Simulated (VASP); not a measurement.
A run of VASP 6.6.1 is set up as follows.

File INCAR:

```
PREC = Accurate
ENCUT = 520
EDIFF = 1E-6
ISMEAR = -1
SIGMA = 0.1
LREAL = False
LASPH = True
NELM = 100
ALGO = Normal
ISIF = 2
LWAVE = False
LCHARG = False
GGA = PE
IVDW = 12
NBANDS = 12
```

KPOINTS

```
regular mesh
0
Gamma
  15 15 15
```

Contents of POSCAR:

```
P
1.0
    1.6770595201      0.9682507654      2.7381363518
   -1.6770595201      0.9682507654      2.7381363518
    0.0000000000     -1.9365015307      2.7381363518
P
2
Direct
    0.2437877732      0.2437877732      0.2437877732
    0.7562122268      0.7562122268      0.7562122268
```

Potentials or basis: VASP PAW PBE potentials, release 64 (P).

Run with:

```bash
$ cat potpaw_PBE.64/P/POTCAR > POTCAR
$ mpirun -np 1 vasp_std > vasp.out
```

**Question.** What does it give for the band gap on the k mesh?

**Answer.** Zero (band 5 reaches 12.22 eV, above the bottom of band 6 at 9.86 eV).

**Question.** Predict the dispersion energy per atom.

**Answer.** -0.530 eV.

Forces in eV/Å, atoms in the order of the input:
```
P    0.000  0.000 -0.022
P    0.000  0.000  0.022
```
